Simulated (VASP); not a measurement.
# In (I4/mmm) in VASP: notebook

The runs below take In through single point, with PBE.

Everything below comes from runs of VASP 6.6.1. Logs are shortened: lines on timing, memory, paths and dates and some standing lists are left out, and cuts for length are marked.

## Step 1: The cell of the first run

It takes space group I4/mmm (No. 139, tetragonal). The conventional cell has a = 3.251 Å, b = 3.251 Å, c = 4.947 Å, α = 90.00°, β = 90.00°, γ = 90.00°. In (site symmetry 4/mmm) has 12 In at 3.25 to 3.38 Å within 4.3 Å.

## Step 2: Single point, PBE

INCAR

```
SYSTEM = In
  PREC = Accurate
  ENCUT = 520
  EDIFF = 1E-7
  ISMEAR = 0
  SIGMA = 0.015
  LREAL = .FALSE.
  LASPH = .TRUE.
  NELM = 100
  ALGO = Normal
  ISIF = 2
  LWAVE = .FALSE.
  LCHARG = .FALSE.
  GGA = PE
  NBANDS = 12
```

KPOINTS

```
regular mesh
0
G
  11 11 11
  0 0 0
```

POSCAR

```
In
1.0
   -1.6254700000      1.6254700000      2.4737000000
    1.6254700000     -1.6254700000      2.4737000000
    1.6254700000      1.6254700000     -2.4737000000
In
1
Direct
    0.0000000000      0.0000000000      0.0000000000
```

Potentials or basis: VASP PAW PBE potentials, release 64 (In_d).

Launch:

```
cat potpaw_PBE.64/In_d/POTCAR > POTCAR
mpirun -np 1 vasp_std > vasp.out
```

OUTCAR:

```text
SYSTEM = In
   PREC = Accurate
   ENCUT = 520
   EDIFF = 1E-7
   ISMEAR = 0
   LREAL = .FALSE.
   LASPH = .TRUE.
   NELM = 100
   ISIF = 2
   GGA = PE

 ion  position               nearest neighbor table
   1  0.000  0.000  0.000-

  LATTYP: Found a body centered tetragonal cell.
 ALAT       =     3.2509400000
 C/A-ratio  =     1.5218367611

  Lattice vectors:

 A1 = (  -1.6254700000,   1.6254700000,   2.4737000000)
 A2 = (   1.6254700000,  -1.6254700000,   2.4737000000)
 A3 = (   1.6254700000,   1.6254700000,  -2.4737000000)

Analysis of symmetry for initial positions (statically):
=====================================================================
 Subroutine PRICEL returns:
 Original cell was already a primitive cell.

 Routine SETGRP: Setting up the symmetry group for a
 body centered tetragonal supercell.

 Subroutine GETGRP returns: Found 16 space group operations
 (whereof 16 operations were pure point group operations)
 out of a pool of 16 trial point group operations.

The static configuration has the point symmetry D_4h.

Analysis of symmetry for dynamics (positions and initial velocities):
=====================================================================
 Subroutine PRICEL returns:
 Original cell was already a primitive cell.

 Routine SETGRP: Setting up the symmetry group for a
 body centered tetragonal supercell.

 Subroutine GETGRP returns: Found 16 space group operations
 (whereof 16 operations were pure point group operations)
 out of a pool of 16 trial point group operations.

The dynamic configuration has the point symmetry D_4h.

 Subroutine INISYM returns: Found 16 space group operations
 (whereof 16 operations are pure point group operations),
 and found     1 'primitive' translations

----------------------------------------------------------------------------------------

                                     Primitive cell

  volume of cell :      26.1436

  direct lattice vectors                    reciprocal lattice vectors
    -1.625470000  1.625470000  2.473700000     0.000000000  0.307603339  0.202126369
     1.625470000 -1.625470000  2.473700000     0.307603339  0.000000000  0.202126369
     1.625470000  1.625470000 -2.473700000     0.307603339  0.307603339  0.000000000

  length of vectors
     3.376906444  3.376906444  3.376906444     0.368069129  0.368069129  0.435016814

  position of ions in fractional coordinates (direct lattice)
     0.000000000  0.000000000  0.000000000

  ion indices of the primitive-cell ions
   primitive index   ion index
                 1           1

----------------------------------------------------------------------------------------

 KPOINTS: regular mesh

Automatic generation of k-mesh.
 Grid dimensions read from file:
 generate k-points for:   11   11   11

 Generating k-lattice:

  Cartesian coordinates                     Fractional coordinates (reciprocal lattice)
     0.000000000  0.027963940  0.018375124     0.090909091  0.000000000 -0.000000000
     0.027963940  0.000000000  0.018375124     0.000000000  0.090909091 -0.000000000
     0.027963940  0.027963940  0.000000000     0.000000000  0.000000000  0.090909091

  Length of vectors
     0.033460830  0.033460830  0.039546983

  Shift w.r.t. Gamma in fractional coordinates (k-lattice)
     0.000000000  0.000000000  0.000000000

 Subroutine IBZKPT returns following result:
 ===========================================

 Found    126 irreducible k-points:

 Following reciprocal coordinates:
            Coordinates               Weight
  0.000000  0.000000  0.000000      1.000000
  0.090909  0.000000 -0.000000      8.000000
  0.181818  0.000000 -0.000000      8.000000
  0.272727  0.000000 -0.000000      8.000000
  0.363636  0.000000 -0.000000      8.000000
  0.454545  0.000000 -0.000000      8.000000
[... 16 lines left out ...]
 -0.272727  0.181818 -0.000000     16.000000
 -0.181818  0.181818  0.000000      4.000000
 [... further k-points ...]
   k-points           NKPTS =    126   k-points in BZ     NKDIM =    126   number of bands    NBANDS=     12
   number of dos      NEDOS =    301   number of ions     NIONS =      1
   total plane-waves  NPLWV =  21952
   dimension x,y,z NGX =    28 NGY =   28 NGZ =   28
   dimension x,y,z NGXF=    56 NGYF=   56 NGZF=   56
   ions per type =               1
   NGX,Y,Z   is equivalent  to a cutoff of  13.78, 13.78, 13.78 a.u.
   NGXF,Y,Z  is equivalent  to a cutoff of  27.57, 27.57, 27.57 a.u.
 SYSTEM =  In
   PREC   = accura    normal or accurate (medium, high low for compatibility)
   ISTART =      0    job   : 0-new  1-cont  2-samecut
   ICHARG =      2    charge: 1-file 2-atom 10-const
   ISPIN  =      1    spin polarized calculation?
   LNONCOLLINEAR =      F non collinear calculations
   LSORBIT =      F    spin-orbit coupling
   LASPH  =      T    aspherical Exc in radial PAW
   ENCUT  =  520.0 eV  38.22 Ry    6.18 a.u.   6.28  6.28  6.28*2*pi/ulx,y,z
   NELM   =    100;   NELMIN=  2; NELMDL= -5     # of ELM steps
   EDIFF  = 0.1E-06   stopping-criterion for ELM
   LREAL  =      F    real-space projection
   EDIFFG = 0.1E-05   stopping-criterion for IOM
   NSW    =      0    number of steps for IOM
   IBRION =     -1    ionic relax: 0-MD 1-quasi-New 2-CG
   NFREE  =      0    steps in history (QN), initial steepest desc. (CG)
   ISIF   =      2    stress and relaxation
   ISYM   =      2    0-nonsym 1-usesym 2-fastsym
   POTIM  = 0.5000    time-step for ionic-motion
   TEBEG  =    0.0;   TEEND  =   0.0 temperature during run
   PSTRESS=    0.0 pullay stress
   NELECT =      13.0000    total number of electrons
   NUPDOWN=      -1.0000    fix difference up-down
   EMIN   =  10.00;   EMAX   =-10.00  energy-range for DOS
   EFERMI =   0.00;   METHOD = LEGACY
   ISMEAR =     0;   SIGMA  =   0.01  broadening in eV -4-tet -1-fermi 0-gaus
   EFERMI_NEDOS =   21; number of points for ismear=-14 and -15
   IALGO  =     38    algorithm
   IMIX   =      4    mixing-type and parameters
     AMIX     =   0.40;   BMIX     =  1.00
     AMIX_MAG =   1.60;   BMIX_MAG =  1.00
  volume/ion in A,a.u.               =      26.14       176.43
  Fermi-wavevector in a.u.,A,eV,Ry     =   1.296983  2.450943 22.887245  1.682165
  Thomas-Fermi vector in A             =   2.428405
   LORBIT       =      0    0 simple, 1 ext, 2 COOP (PROOUT), +10 PAW based schemes
   GGA     = PE    functional components
   LHFCALC =     F    Hartree Fock is set to
   AEXX    =    0.0000 exact exchange contribution
   IVDW    =     0    specifies the selected vdW correction
   LEPSILON=     F    determine dielectric tensor
   LRPA    =     F    only Hartree local field effects (RPA)
 non-spin polarized calculation
 Gauss-broadening in eV      SIGMA  =   0.01
  energy-cutoff  :      520.00
  volume of cell :       26.14
 maximum number of plane-waves:       718
 NGX is ok and might be reduce to    28
   NGX = 13   NGY = 13   NGZ = 13

 number of electron      13.0000006 magnetization

 Free energy of the ion-electron system (eV)
  ---------------------------------------------------
  ext. energy  EPLUGINS =         0.00000000
  ---------------------------------------------------
  free energy    TOTEN  =        -2.54939551 eV

  energy without entropy =       -2.54937147  energy(sigma->0) =       -2.54938349

 E-fermi :   7.5694     XC(G=0): -10.2562

 val. band max:        7.5540691612   @ k =   0.3636   0.2727   0.1818
 cond. band min:       7.5923212363   @ k =  -0.4545  -0.4545   0.1818
 fundamental gap:      0.0382520751
 Fermi energy:         7.5693602982

 k-point     1 :       0.0000    0.0000    0.0000
  band No.  band energies     occupation
      1      -7.1757      2.00000
      2      -7.0717      2.00000
      3      -7.0717      2.00000
      4      -6.9912      2.00000
      5      -6.8853      2.00000
      6      -2.0182      2.00000
      7      18.0790      0.00000
      8      18.0790      0.00000
      9      18.2514      0.00000
     10      19.1095      0.00000
     11      21.4917      0.00000
     12      21.6204      0.00000

 k-point     2 :       0.0909    0.0000   -0.0000
  band No.  band energies     occupation
      1      -7.1631      2.00000
      2      -7.0727      2.00000
      3      -7.0589      2.00000
      4      -6.9881      2.00000
      5      -6.8903      2.00000
      6      -1.8367      2.00000
      7      16.0873      0.00000
      8      17.7561      0.00000
      9      17.8618      0.00000
     10      18.9197      0.00000
     11      21.8659      0.00000
     12      22.0974      0.00000

 k-point     3 :       0.1818    0.0000   -0.0000
  band No.  band energies     occupation
      1      -7.1438      2.00000
      2      -7.0825      2.00000
      3      -7.0328      2.00000
      4      -6.9602      2.00000
      5      -6.8952      2.00000
      6      -1.2859      2.00000
      7      12.9596      0.00000
      8      16.9029      0.00000
      9      17.4403      0.00000
     10      18.8603      0.00000
     11      20.7642      0.00000
     12      23.2001      0.00000

 k-point     4 :       0.2727    0.0000   -0.0000
  band No.  band energies     occupation
      1      -7.1432      2.00000
      2      -7.1057      2.00000
      3      -7.0251      2.00000
      4      -6.8925      2.00000
      5      -6.8743      2.00000
      6      -0.3552      2.00000
      7       9.9578      0.00000
      8      16.0802      0.00000
      9      17.0671      0.00000
     10      18.7963      0.00000
     11      19.8554      0.00000
     12      22.3315      0.00000

 k-point     5 :       0.3636    0.0000   -0.0000
  band No.  band energies     occupation
      1      -7.1584      2.00000
      2      -7.1283      2.00000
      3      -7.0396      2.00000
      4      -6.8326      2.00000
      5      -6.8163      2.00000
      6       0.9557      2.00000
      7       7.2310      2.00000
      8      15.4527      0.00000
      9      16.8218      0.00000
     10      18.7155      0.00000
     11      19.2703      0.00000
     12      21.3501      0.00000
[... 228 lines left out ...]
      1      -7.1705      2.00000
      2      -7.0694      2.00000
      3      -7.0113      2.00000
      4      -6.8996      2.00000
      5      -6.7686      2.00000
      6       2.2325      2.00000
      7       6.8735      2.00000
      8      13.1371      0.00000
      9      13.6269      0.00000
     10      16.2956      0.00000
     11      21.6074      0.00000
     12      22.3862      0.00000

 k-point    22 :      -0.3636    0.1818    0.0000
  band No.  band energies     occupation
      1      -7.1725      2.00000
      2      -7.0623      2.00000
      3      -6.9942      2.00000
      4      -6.9254      2.00000
      5      -6.8096      2.00000
      6       0.7880      2.00000
      7       9.4140      0.00000
      8      13.5416      0.00000
      9      14.3928      0.00000
     10      16.4563      0.00000
     11      19.7528      0.00000
     12      22.6943      0.00000

 k-point    23 :      -0.2727    0.1818   -0.0000
  band No.  band energies     occupation
      1      -7.1648      2.00000
      2      -7.0379      2.00000
      3      -6.9866      2.00000
      4      -6.9624      2.00000
      5      -6.8731      2.00000
      6      -0.2941      2.00000
      7      12.2324      0.00000
      8      14.0448      0.00000
      9      15.2791      0.00000
     10      17.0922      0.00000
     11      18.0363      0.00000
     12      23.5995      0.00000

 k-point    24 :      -0.1818    0.1818    0.0000
  band No.  band energies     occupation
      1      -7.1417      2.00000
      2      -7.0434      2.00000
      3      -6.9970      2.00000
      4      -6.9922      2.00000
      5      -6.9083      2.00000
      6      -0.9973      2.00000
      7      14.7026      0.00000
      8      14.9536      0.00000
      9      15.6322      0.00000
     10      16.8606      0.00000
     11      19.0485      0.00000
     12      24.0114      0.00000

 [... further k-points ...]

------------------------ aborting loop because EDIFF is reached ----------------------------------------

  FORCE on cell =-STRESS in cart. coord.  units (eV):
  Direction    XX          YY          ZZ          XY          YZ          ZX
  --------------------------------------------------------------------------------------
  -------------------------------------------------------------------------------------
  Total        0.3574832      0.3574832      0.2499128      0.0000000     -0.0000000      0.0000000
  in kB       21.9079278     21.9079278     15.3156054      0.0000000     -0.0000000      0.0000000
  external PRESSURE =      19.7104870 kB  Pullay stress =       0.0000000 kB

 VOLUME and BASIS-vectors are now :
 -----------------------------------------------------------------------------
  energy-cutoff  :      520.00
  volume of cell :       26.14
      direct lattice vectors                 reciprocal lattice vectors
    -1.625470000  1.625470000  2.473700000     0.000000000  0.307603339  0.202126369
     1.625470000 -1.625470000  2.473700000     0.307603339  0.000000000  0.202126369
     1.625470000  1.625470000 -2.473700000     0.307603339  0.307603339  0.000000000

 POSITION                                       TOTAL-FORCE (eV/Angst)
 -----------------------------------------------------------------------------------
      0.00000      0.00000      0.00000        -0.000000      0.000000      0.000000
 -----------------------------------------------------------------------------------
    total drift:                               -0.000000     -0.000000     -0.000000

  FREE ENERGIE OF THE ION-ELECTRON SYSTEM (eV)
  ---------------------------------------------------
  free  energy   TOTEN  =        -2.5493955141 eV

  energy  without entropy=       -2.5493714684  energy(sigma->0) =       -2.54938349
```

Wall time 46 s (1 thread of Intel Xeon Platinum 8259CL at 2.50GHz (Skylake/Cascade Lake), shared host); peak memory 0.17 GiB.

Results:

- Free energy: -2.5494 eV
- Pressure: 2.0 GPa

Levels at points of the mesh, in eV from the Fermi level:
```csv
k point,band 2,band 3,band 4,band 5,band 6,band 7,band 8,band 9,band 10,band 11
"(0.00, 0.00, 0.00)",-14.64,-14.64,-14.56,-14.45,-9.59,10.51,10.51,10.68,11.54,13.92
```

Caveat: spin-orbit coupling is left out, which moves the levels of the heavy elements.

## Step 3: Single point, PBE

INCAR

```
SYSTEM = In
PREC = Accurate ; ENCUT = 520
EDIFF = 1E-7 ; ISMEAR = 0
SIGMA = 0.016 ; LREAL = .FALSE.
LASPH = .TRUE. ; NELM = 80
ALGO = Normal ; ISIF = 2
LWAVE = .FALSE. ; LCHARG = .FALSE.
GGA = PE ; NBANDS = 12
```

KPOINTS is that of step 2.

POSCAR is that of step 2.

Potentials or basis: VASP PAW PBE potentials, release 64 (In_d).

Launch:

```
cat potpaw_PBE.64/In_d/POTCAR > POTCAR
mpirun -np 1 vasp_std > vasp.out
```

OUTCAR:

```text
SYSTEM = In
   PREC = Accurate
   ENCUT = 520
   EDIFF = 1E-7
   ISMEAR = 0
   LREAL = .FALSE.
   LASPH = .TRUE.
   NELM = 80
   ISIF = 2
   GGA = PE

 ion  position               nearest neighbor table
   1  0.000  0.000  0.000-

  LATTYP: Found a body centered tetragonal cell.
 ALAT       =     3.2509400000
 C/A-ratio  =     1.5218367611

  Lattice vectors:

 A1 = (  -1.6254700000,   1.6254700000,   2.4737000000)
 A2 = (   1.6254700000,  -1.6254700000,   2.4737000000)
 A3 = (   1.6254700000,   1.6254700000,  -2.4737000000)
[... 531 lines left out ...]
      4      -6.9922      2.00000
      5      -6.9083      2.00000
      6      -0.9973      2.00000
      7      14.7026      0.00000
      8      14.9536      0.00000
      9      15.6321      0.00000
     10      16.8606      0.00000
     11      19.0485      0.00000
     12      24.0114      0.00000

 [... further k-points ...]
[... 5 lines left out ...]
  --------------------------------------------------------------------------------------
  -------------------------------------------------------------------------------------
  Total        0.3572335      0.3572335      0.2501733      0.0000000      0.0000000      0.0000000
  in kB       21.8926220     21.8926220     15.3315696      0.0000000      0.0000000      0.0000000
  external PRESSURE =      19.7056045 kB  Pullay stress =       0.0000000 kB

 VOLUME and BASIS-vectors are now :
 -----------------------------------------------------------------------------
  energy-cutoff  :      520.00
  volume of cell :       26.14
      direct lattice vectors                 reciprocal lattice vectors
    -1.625470000  1.625470000  2.473700000     0.000000000  0.307603339  0.202126369
     1.625470000 -1.625470000  2.473700000     0.307603339  0.000000000  0.202126369
     1.625470000  1.625470000 -2.473700000     0.307603339  0.307603339  0.000000000

 POSITION                                       TOTAL-FORCE (eV/Angst)
 -----------------------------------------------------------------------------------
      0.00000      0.00000      0.00000         0.000000      0.000000      0.000000
 -----------------------------------------------------------------------------------
    total drift:                               -0.000000     -0.000000     -0.000000

  FREE ENERGIE OF THE ION-ELECTRON SYSTEM (eV)
  ---------------------------------------------------
  free  energy   TOTEN  =        -2.5493972421 eV

  energy  without entropy=       -2.5493674350  energy(sigma->0) =       -2.54938234
```

OSZICAR:

```text
N       E                     dE             d eps       ncg     rms          rms(c)
DAV:   1     0.783726692963E+02    0.78373E+02   -0.62593E+03  3064   0.137E+03
DAV:   2     0.117995089399E+01   -0.77193E+02   -0.75166E+02  3188   0.294E+02
DAV:   3    -0.248789026414E+01   -0.36678E+01   -0.36573E+01  3584   0.645E+01
DAV:   4    -0.257300130641E+01   -0.85111E-01   -0.85084E-01  3832   0.971E+00
DAV:   5    -0.257696979350E+01   -0.39685E-02   -0.39683E-02  4236   0.188E+00    0.231E+00
DAV:   6    -0.255408421938E+01    0.22886E-01   -0.36640E-02  3876   0.391E+00    0.115E+00
DAV:   7    -0.254965683949E+01    0.44274E-02   -0.11544E-02  3956   0.203E+00    0.258E-01
DAV:   8    -0.254939007328E+01    0.26677E-03   -0.92071E-04  4232   0.503E-01    0.339E-02
DAV:   9    -0.254939646266E+01   -0.63894E-05   -0.12739E-05  4212   0.490E-02    0.151E-02
DAV:  10    -0.254939725394E+01   -0.79128E-06   -0.12771E-06  3492   0.116E-02    0.167E-03
DAV:  11    -0.254939724211E+01    0.11825E-07   -0.37455E-08  2696   0.188E-03
   1 F= -.25493972E+01 E0= -.25493823E+01  d E =-.298071E-04
```

It took 39 s on 1 thread of Intel Xeon Platinum 8259CL at 2.50GHz (Skylake/Cascade Lake), shared host; peak memory 0.18 GiB.

What came out:

- Free energy: -2.5494 eV
- Pressure: 2.0 GPa

Stress tensor (GPa, compression positive):
```
2.19 0.00 0.00
0.00 2.19 0.00
0.00 0.00 1.53
```

Caveat: spin-orbit coupling is left out, which moves the levels of the heavy elements.

(Part 1 of 2 ends here.)
